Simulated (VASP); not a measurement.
# Mg8HO8 (a cell with a defect) in VASP: notebook

Runs on Mg8HO8 (a cell with a defect). Level: PBE. Tasks: single point.

Program: VASP 6.6.1. These are calculated values, not measurements. Logs are shortened: lines on timing, memory, paths and dates and some standing lists are left out, and cuts for length are marked.

## Step 1: The cell of the first run

The cell holds a defect, 17 atoms: a = 5.511 Å, b = 5.511 Å, c = 5.511 Å, α = 60.00°, β = 60.00°, γ = 60.00°.

## Step 2: Single point, PBE

Input file INCAR:

```
SYSTEM = Mg8HO8
PREC     = Accurate       ! precision mode
ENCUT    = 520            ! plane-wave cutoff, eV
EDIFF    = 1E-6           ! SCF threshold, eV
ISMEAR   = 0              ! smearing method
SIGMA    = 0.02           ! smearing width, eV
LREAL    = Auto         
LASPH    = .TRUE.         ! aspherical terms in the spheres
NELM     = 100            ! most SCF steps
ALGO     = Normal         ! electronic algorithm
ISIF     = 2              ! what is computed and relaxed
LWAVE    = .FALSE.        ! write WAVECAR
LCHARG   = .TRUE.         ! write CHGCAR
GGA      = PE             ! functional
LELF     = .TRUE.         ! ELF
LVHAR    = .TRUE.       
NBANDS   = 46             ! bands
NELECT   = 64.0
```

Input file KPOINTS:

```
regular mesh
0
G
  3 3 3
  0 0 0
```

Input file POSCAR:

```
Mg8HO8
1.0
    0.0000000000      3.8970000000      3.8970000000
    3.8970000000      0.0000000000      3.8970000000
    3.8970000000      3.8970000000      0.0000000000
Mg O H
8 8 1
Direct
   -0.0075636387      0.0071422889      0.0045223249
   -0.0091173980      0.0032847062      0.5089128817
    0.0268827303      0.4904778034      0.0140646651
   -0.0051653836      0.4941304850      0.5127276110
    0.4873267898      0.0041789838      0.0176978445
    0.4934826790      0.0032779061      0.5088996664
    0.4651152168      0.4904819092      0.0140931486
    0.4925776238      0.5068783680      0.5045062869
    0.2419536823      0.2397974083      0.2728392353
    0.2477664870      0.2517356941      0.7589958943
    0.2386547344      0.7517096484      0.2583026687
    0.2428736207      0.7573332050      0.7534804978
    0.7417454452      0.2705691558      0.2424944829
    0.7380283551      0.2517404414      0.7590085964
    0.7478795227      0.7517037465      0.2582859892
    0.7410732615      0.7388507827      0.7755528612
    0.7096793687      0.5934863998     -0.0162788042
```

Potentials or basis: VASP PAW PBE potentials, release 64 (Mg, O, H).

Run with:

```
cat potpaw_PBE.64/Mg/POTCAR potpaw_PBE.64/O/POTCAR potpaw_PBE.64/H/POTCAR > POTCAR
mpirun -np 1 vasp_std > vasp.out
```

OUTCAR:

```text
SYSTEM = Mg8HO8
   PREC = Accurate
   ENCUT = 520
   EDIFF = 1E-6
   ISMEAR = 0
   LREAL = Auto
   LASPH = .TRUE.
   NELM = 100
   ISIF = 2
   GGA = PE
   NELECT = 64.0

 ion  position               nearest neighbor table
   1  0.992  0.007  0.005-  14 1.95  10 1.95  15 1.95  11 1.95  12 1.95  13 1.96   4 2.70   7 2.73
                             3 2.73   2 2.75   6 2.75   5 2.76   5 2.76   6 2.76   2 2.76   7 2.79
   2  0.991  0.003  0.509-   9 1.90  12 1.94  14 1.94  11 1.96  16 2.01  13 2.01   3 2.71   5 2.72
                             4 2.73   6 2.74   1 2.75   8 2.75   8 2.76   1 2.76   6 2.77   4 2.78
   3  0.027  0.490  0.014-  17 1.62   9 1.85  12 1.89  10 1.93  15 1.98  13 1.98  16 2.05   7 2.42
                             5 2.61   4 2.67   8 2.69   2 2.71   1 2.73   1 2.79   2 2.81   8 2.83
   4  0.995  0.494  0.513-   9 1.93  14 1.95  10 1.95  15 1.95  11 1.95  16 1.98   7 2.67   3 2.67
                             1 2.70   2 2.73   6 2.73   8 2.76   8 2.76   6 2.78   2 2.78   1 2.81
   5  0.487  0.004  0.018-   9 1.91  10 1.94  14 1.94  11 1.95  15 1.95  16 1.98  17 2.02   3 2.61
                             7 2.61   8 2.71   6 2.72   2 2.72   1 2.76   1 2.76   2 2.79   6 2.79
   6  0.493  0.003  0.509-   9 1.90  12 1.94  10 1.94  15 1.96  16 2.01  13 2.01   7 2.71   5 2.72
                             4 2.73   2 2.74   1 2.75   8 2.75   8 2.76   1 2.76   2 2.77   4 2.78
   7  0.465  0.490  0.014-  17 1.62   9 1.85  12 1.89  14 1.93  11 1.98  13 1.98  16 2.05   3 2.42
                             5 2.61   4 2.67   8 2.69   6 2.71   1 2.73   1 2.79   6 2.81   8 2.83
   8  0.493  0.507  0.505-  13 1.94  12 1.95  14 1.95  10 1.95  11 1.95  15 1.95   3 2.69   7 2.69
                             5 2.71   6 2.75   2 2.75   4 2.76   4 2.76   2 2.76   6 2.76   5 2.80
   9  0.242  0.240  0.273-   7 1.85   3 1.85   2 1.90   6 1.90   5 1.91   4 1.93
  10  0.248  0.252  0.759-   3 1.93   5 1.94   6 1.94   4 1.95   1 1.95   8 1.95
  11  0.239  0.752  0.258-   1 1.95   8 1.95   5 1.95   4 1.95   2 1.96   7 1.98
  12  0.243  0.757  0.753-   3 1.89   7 1.89   6 1.94   2 1.94   8 1.95   1 1.95
  13  0.742  0.271  0.242-   8 1.94   1 1.96   7 1.98   3 1.98   6 2.01   2 2.01
  14  0.738  0.252  0.759-   7 1.93   5 1.94   2 1.94   4 1.95   1 1.95   8 1.95
  15  0.748  0.752  0.258-   1 1.95   8 1.95   5 1.95   4 1.95   6 1.96   3 1.98
  16  0.741  0.739  0.776-  17 1.00   4 1.98   5 1.98   2 2.01   6 2.01   3 2.05   7 2.05
  17  0.710  0.593  0.984-  16 1.00   3 1.62   7 1.62   5 2.02

  LATTYP: Found a face centered cubic cell.
 ALAT       =     7.7940000000

  Lattice vectors:

 A1 = (   0.0000000000,   3.8970000000,   3.8970000000)
 A2 = (   3.8970000000,   0.0000000000,   3.8970000000)
 A3 = (   3.8970000000,   3.8970000000,   0.0000000000)

Analysis of symmetry for initial positions (statically):
=====================================================================
 Subroutine PRICEL returns:
 Original cell was already a primitive cell.

 Routine SETGRP: Setting up the symmetry group for a
 face centered cubic supercell.

 Subroutine GETGRP returns: Found  1 space group operations
 (whereof  1 operations were pure point group operations)
 out of a pool of 48 trial point group operations.

The static configuration has the point symmetry C_1 .

Analysis of symmetry for dynamics (positions and initial velocities):
=====================================================================
 Subroutine PRICEL returns:
 Original cell was already a primitive cell.

 Routine SETGRP: Setting up the symmetry group for a
 face centered cubic supercell.

 Subroutine GETGRP returns: Found  1 space group operations
 (whereof  1 operations were pure point group operations)
 out of a pool of 48 trial point group operations.

The dynamic configuration has the point symmetry C_1 .

 Subroutine INISYM returns: Found  1 space group operations
 (whereof  1 operations are pure point group operations),
 and found     1 'primitive' translations

----------------------------------------------------------------------------------------

                                     Primitive cell

  volume of cell :     118.3644

  direct lattice vectors                    reciprocal lattice vectors
     0.000000000  3.897000000  3.897000000    -0.128303823  0.128303823  0.128303823
     3.897000000  0.000000000  3.897000000     0.128303823 -0.128303823  0.128303823
     3.897000000  3.897000000  0.000000000     0.128303823  0.128303823 -0.128303823

  length of vectors
     5.511190253  5.511190253  5.511190253     0.222228741  0.222228741  0.222228741

  position of ions in fractional coordinates (direct lattice)
     0.992436361  0.007142289  0.004522325
     0.990882602  0.003284706  0.508912882
     0.026882730  0.490477803  0.014064665
     0.994834616  0.494130485  0.512727611
     0.487326790  0.004178984  0.017697844
     0.493482679  0.003277906  0.508899666
[... 9 lines left out ...]
[... 78 lines left out ...]
   NSW    =      0    number of steps for IOM
   IBRION =     -1    ionic relax: 0-MD 1-quasi-New 2-CG
   NFREE  =      0    steps in history (QN), initial steepest desc. (CG)
   ISIF   =      2    stress and relaxation
   ISYM   =      2    0-nonsym 1-usesym 2-fastsym
   POTIM  = 0.5000    time-step for ionic-motion
   TEBEG  =    0.0;   TEEND  =   0.0 temperature during run
   PSTRESS=    0.0 pullay stress
   NELECT =      64.0000    total number of electrons
   NUPDOWN=      -1.0000    fix difference up-down
   EMIN   =  10.00;   EMAX   =-10.00  energy-range for DOS
   EFERMI =   0.00;   METHOD = LEGACY
   ISMEAR =     0;   SIGMA  =   0.02  broadening in eV -4-tet -1-fermi 0-gaus
   EFERMI_NEDOS =   21; number of points for ismear=-14 and -15
   IALGO  =     38    algorithm
   IMIX   =      4    mixing-type and parameters
     AMIX     =   0.40;   BMIX     =  1.00
     AMIX_MAG =   1.60;   BMIX_MAG =  1.00
  volume/ion in A,a.u.               =       6.96        46.99
  Fermi-wavevector in a.u.,A,eV,Ry     =   1.333709  2.520345 24.201767  1.778780
  Thomas-Fermi vector in A             =   2.462546
   LORBIT       =      0    0 simple, 1 ext, 2 COOP (PROOUT), +10 PAW based schemes
   GGA     = PE    functional components
   LHFCALC =     F    Hartree Fock is set to
   AEXX    =    0.0000 exact exchange contribution
   IVDW    =     0    specifies the selected vdW correction
   LEPSILON=     F    determine dielectric tensor
   LRPA    =     F    only Hartree local field effects (RPA)
 non-spin polarized calculation
 Gauss-broadening in eV      SIGMA  =   0.02
  energy-cutoff  :      520.00
  volume of cell :      118.36
 maximum number of plane-waves:      3198
 NGX is ok and might be reduce to    42
   NGX = 21   NGY = 21   NGZ = 21

 number of electron      64.0000000 magnetization

 Free energy of the ion-electron system (eV)
  ---------------------------------------------------
  ext. energy  EPLUGINS =         0.00000000
  ---------------------------------------------------
  free energy    TOTEN  =       -97.22164578 eV

  energy without entropy =      -97.22164578  energy(sigma->0) =      -97.22164578

 E-fermi :   5.4634     XC(G=0): -12.2226

 val. band max:        5.3157991679   @ k =   0.0000   0.0000   0.0000
 cond. band min:      11.4747214224   @ k =   0.0000   0.0000   0.0000
 fundamental gap:      6.1589222544
 Fermi energy:         5.4634086846

 k-point     1 :       0.0000    0.0000    0.0000
  band No.  band energies     occupation
      1     -15.3855      2.00000
      2     -12.7294      2.00000
      3     -11.4940      2.00000
      4     -11.2725      2.00000
      5     -11.0639      2.00000
      6     -11.0487      2.00000
[... 36 lines left out ...]
     43      18.2737      0.00000
     44      19.1653      0.00000

 k-point     2 :       0.3333    0.0000    0.0000
  band No.  band energies     occupation
      1     -15.3249      2.00000
      2     -12.5126      2.00000
      3     -11.7546      2.00000
      4     -11.2886      2.00000
      5     -11.2090      2.00000
      6     -10.9992      2.00000
[... 556 lines left out ...]
 k-point    14 :       0.3333   -0.3333   -0.3333
  band No.  band energies     occupation
      1     -15.2882      2.00000
      2     -12.1699      2.00000
      3     -11.8508      2.00000
      4     -11.7369      2.00000
      5     -11.2087      2.00000
      6     -11.1224      2.00000
[... 36 lines left out ...]
     43      17.9540      0.00000
     44      18.1924      0.00000
 [bands above 44 left out]

------------------------ aborting loop because EDIFF is reached ----------------------------------------

  FORCE on cell =-STRESS in cart. coord.  units (eV):
  Direction    XX          YY          ZZ          XY          YZ          ZX
  --------------------------------------------------------------------------------------
  -------------------------------------------------------------------------------------
  Total       42.4912922     46.3741999     46.3697735     -0.6612120      5.4795030      0.6738550
  in kB      575.1608380    627.7197582    627.6598433     -8.9501452     74.1703862      9.1212804
  external PRESSURE =     610.1801465 kB  Pullay stress =       0.0000000 kB

 VOLUME and BASIS-vectors are now :
 -----------------------------------------------------------------------------
  energy-cutoff  :      520.00
  volume of cell :      118.36
      direct lattice vectors                 reciprocal lattice vectors
     0.000000000  3.897000000  3.897000000    -0.128303823  0.128303823  0.128303823
     3.897000000  0.000000000  3.897000000     0.128303823 -0.128303823  0.128303823
     3.897000000  3.897000000  0.000000000     0.128303823  0.128303823 -0.128303823

 POSITION                                       TOTAL-FORCE (eV/Angst)
 -----------------------------------------------------------------------------------
      0.04546      3.88515      3.89536        -0.038689      0.017285     -0.015895
      1.99603      5.84470      3.87427         0.001219      0.026971      0.030553
      1.96620      0.15957      2.01615        -0.013988      0.061770     -0.031199
      3.92373      5.87497      5.80250        -0.065127     -0.013101      0.010280
      0.08525      1.96808      1.91540         0.030845     -0.013819      0.012842
      1.99596      3.90628      1.93588         0.000731     -0.030060     -0.027283
[... 9 lines left out ...]
      5.90163      5.91029      5.76726        -0.007911     -0.114119      0.113315
      6.14638      6.59918      5.07844         0.237189     -0.121709      0.120637
 -----------------------------------------------------------------------------------
    total drift:                                0.006111      0.000647      0.006371

  FREE ENERGIE OF THE ION-ELECTRON SYSTEM (eV)
  ---------------------------------------------------
  free  energy   TOTEN  =       -97.2216457795 eV

  energy  without entropy=      -97.2216457795  energy(sigma->0) =      -97.22164578
```

Wall time 3.1 min (1 thread of Intel Xeon Platinum 8259CL at 2.50GHz (Skylake/Cascade Lake), shared host); peak memory 0.28 GiB.

Results:

| Property | Result |
| --- | --- |
| Free energy | -97.2216 eV |
| Largest force | 0.293 eV/Å |

Forces in eV/Å, atoms in the order of the input:
```
Mg  -0.039  0.017 -0.016
Mg   0.001  0.027  0.031
Mg  -0.014  0.062 -0.031
Mg  -0.065 -0.013  0.010
Mg   0.031 -0.014  0.013
Mg   0.001 -0.030 -0.027
Mg  -0.016  0.031 -0.060
Mg  -0.023  0.010 -0.009
O    0.015  0.028 -0.029
O   -0.027  0.001 -0.016
O   -0.039  0.016  0.000
O    0.001  0.025 -0.027
O    0.009  0.058 -0.057
O   -0.028  0.017  0.000
O   -0.036  0.001 -0.016
O   -0.008 -0.114  0.113
H    0.237 -0.122  0.121
```

Caveat: the k points lie up to 0.47 Å⁻¹ apart; the cell carries a net charge on a neutralising background, which shifts energy and pressure; the cell is charged against a uniform background, so pressure and absolute levels hang on convention.

## Step 3: Single point, PBE

Input file INCAR:

```
SYSTEM = Mg8HO8
ALGO = Normal ; EDIFF = 1E-6
ENCUT = 520 ; GGA = PE
ISIF = 2 ; ISMEAR = 0
LASPH = .True. ; LCHARG = .False.
LREAL = Auto ; LWAVE = .False.
NBANDS = 46 ; NELECT = 64.0
NELM = 60 ; PREC = Accurate
SIGMA = 0.02
```

Input file KPOINTS:

```
k-points
0
Gamma
  3 3 3
  0 0 0
```

Input file POSCAR:

```
Mg8HO8
1.0
    0.0000000000      3.8970000000      3.8970000000
    3.8970000000      0.0000000000      3.8970000000
    3.8970000000      3.8970000000      0.0000000000
Mg O H
8 8 1
Direct
   -0.0081806518      0.0050880164     -0.0004849885
   -0.0109051835      0.0026775725      0.5077430074
    0.0219887093      0.5072971517     -0.0079343084
   -0.0101842443      0.4984588145      0.5099255838
    0.4900184758     -0.0015124455      0.0097226071
    0.4895647934      0.0023069027      0.5075124455
    0.4677331280      0.5075296382     -0.0070284834
    0.4816995124      0.5099863998      0.5148296125
    0.2404131383      0.2485594047      0.2592930459
    0.2438711830      0.2517446754      0.7559910187
    0.2380298948      0.7506290736      0.2559267385
    0.2386385681      0.7657997177      0.7462292789
    0.7376041827      0.2670914806      0.2466393380
    0.7363706697      0.2520696690      0.7561825763
    0.7439762638      0.7499772902      0.2556067488
    0.7394003079      0.7408075443      0.7693033102
    0.6888879908      0.4830411855      0.1311114960
```

Potentials or basis: VASP PAW PBE potentials, release 64 (Mg, O, H).

Run with:

```
cat potpaw_PBE.64/Mg/POTCAR potpaw_PBE.64/O/POTCAR potpaw_PBE.64/H/POTCAR > POTCAR
mpirun -np 1 vasp_std > vasp.out
```

It took 3 min on 1 thread of Intel Xeon Platinum 8259CL at 2.50GHz (Skylake/Cascade Lake), shared host; peak memory 0.28 GiB.

Results (log left out):

| Item | Value |
| --- | --- |
| Free energy | -97.2882 eV |
| Largest force | 0.367 eV/Å |

Forces in eV/Å, atoms in the order of the input:
```
Mg  -0.034 -0.001  0.008
Mg  -0.022  0.022  0.020
Mg  -0.045 -0.049  0.028
Mg  -0.017  0.004  0.024
Mg  -0.009 -0.021  0.029
Mg  -0.005 -0.028 -0.006
Mg  -0.052 -0.025  0.045
Mg   0.067  0.025 -0.030
O   -0.028 -0.016  0.035
O   -0.006 -0.023  0.008
O   -0.036  0.025  0.015
O   -0.008 -0.029  0.013
O   -0.071  0.110 -0.109
O   -0.010  0.013  0.017
O   -0.017 -0.023  0.001
O   -0.030 -0.049  0.062
H    0.323  0.064 -0.163
```

Levels at points of the mesh, in eV from the Fermi level:
```tsv
k point	band 30	band 31	band 32	band 33	band 34	band 35
(0.00, 0.00, 0.00)	-0.15	-0.11	-0.10	5.82	7.83	9.11
```

Caveat: the k points lie up to 0.47 Å⁻¹ apart; the cell carries a net charge on a neutralising background, which shifts energy and pressure; the cell is charged against a uniform background, so pressure and absolute levels hang on convention.

## Step 4: Single point, PBE

Input file INCAR:

```
SYSTEM = Mg8HO8
PREC = Accurate
ENCUT = 520
EDIFF = 1E-6
ISMEAR = 0
SIGMA = 0.02
LREAL = Auto
LASPH = .TRUE.
NELM = 60
ALGO = Normal
ISIF = 2
LWAVE = .FALSE.
LCHARG = .TRUE.
GGA = PE
LELF = .TRUE.
LVHAR = .TRUE.
NBANDS = 46
NELECT = 64.0
```

Input file KPOINTS:

```
regular mesh
0
G
  3 3 3
  0 0 0
```

Input file POSCAR:

```
Mg8HO8
1.0
    0.0000000000      3.8970000000      3.8970000000
    3.8970000000      0.0000000000      3.8970000000
    3.8970000000      3.8970000000      0.0000000000
Mg O H
8 8 1
Direct
   -0.0035656916      0.0013095971      0.0010555556
   -0.0033942776      0.0014132666      0.5004435463
   -0.0021392096      0.5094771619     -0.0042462150
   -0.0003533487      0.4977944573      0.5007049012
    0.4994092892     -0.0024931999      0.0009982037
    0.4875744162      0.0040714652      0.5036293303
    0.4829443161      0.5082989479     -0.0254544521
    0.4824154478      0.5082560944      0.5345722351
    0.2453035668      0.2518832435      0.2467439056
    0.2451519117      0.2517847062      0.7551188093
    0.2622961252      0.7363869643      0.2504364896
    0.2326788555      0.7654892225      0.7507794457
    0.7370400308      0.2613125481      0.2505948165
    0.7491683346      0.2476163716      0.7513438542
    0.7444004362      0.7501140621      0.2559103156
    0.7446280472      0.7503865794      0.7481610213
    0.5932360790      0.4658367975      0.2210084681
```

Run with:

```
cat potpaw_PBE.64/Mg/POTCAR potpaw_PBE.64/O/POTCAR potpaw_PBE.64/H/POTCAR > POTCAR
mpirun -np 1 vasp_std > vasp.out
```

It took 3 min on 1 thread of Intel Xeon Platinum 8259CL at 2.50GHz (Skylake/Cascade Lake), shared host; peak memory 0.28 GiB.

The run converged. Its results:

| Item | Value |
| --- | --- |
| Free energy | -97.2261 eV |
| Largest force | 0.348 eV/Å |

Forces on the atoms (eV/Å):
```
Mg  -0.017 -0.004 -0.013
Mg   0.009  0.020 -0.015
Mg  -0.016  0.030  0.041
Mg   0.010  0.000 -0.024
Mg   0.015 -0.005 -0.011
Mg   0.003  0.005 -0.026
Mg  -0.004 -0.042 -0.050
Mg   0.026 -0.002 -0.039
O    0.005  0.002 -0.027
O    0.004  0.003 -0.023
O    0.015 -0.015 -0.024
O    0.008 -0.010 -0.004
O   -0.085  0.081 -0.040
O   -0.001  0.000 -0.029
O    0.001  0.005 -0.023
O    0.006  0.012 -0.033
H    0.020 -0.079  0.339
```

Levels at points of the mesh, in eV from the Fermi level:
```csv
k point,band 30,band 31,band 32,band 33,band 34,band 35
"(0.00, 0.00, 0.00)",-0.14,-0.11,-0.09,6.07,7.95,9.03
```

Caveat: the k points lie up to 0.47 Å⁻¹ apart; the cell carries a net charge on a neutralising background, which shifts energy and pressure; the cell is charged against a uniform background, so pressure and absolute levels hang on convention.
